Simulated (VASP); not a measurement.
Here is a VASP 6.6.1 calculation.

Contents of INCAR:

```
SYSTEM = WC
PREC = Accurate
ENCUT = 520
EDIFF = 1E-6
ISMEAR = 0
SIGMA = 0.2
LREAL = .False.
LASPH = .True.
NELM = 80
ALGO = Normal
ISIF = 2
LWAVE = .False.
LCHARG = .False.
GGA = PE
IVDW = 12
NBANDS = 16
```

KPOINTS

```
regular mesh
0
Gamma
  10 10 9
  0 0 0
```

File POSCAR:

```
WC
1.0
    2.9065000000      0.0000000000      0.0000000000
   -1.4532500000      2.5171030000      0.0000000000
    0.0000000000      0.0000000000      2.8366000000
W C
1 1
Direct
    0.0000000000      0.0000000000      0.0000000000
    0.6666666667      0.3333333333      0.5000000000
```

Potentials or basis: VASP PAW PBE potentials, release 64 (W_sv, C).

Command:

```bash
$ cat potpaw_PBE.64/W_sv/POTCAR potpaw_PBE.64/C/POTCAR > POTCAR
$ mpirun -np 1 vasp_std > vasp.out
```

What does it give for the pressure?

-0.6 GPa.

Predict the dispersion energy per atom.

-0.462 eV.

Stress tensor (GPa, compression positive):
```
-0.48  0.00  0.00
 0.00 -0.48  0.00
 0.00  0.00 -0.90
```

Caveat: three body term missing; pairwise dispersion overbinds metals, which lowers pressure and volume.
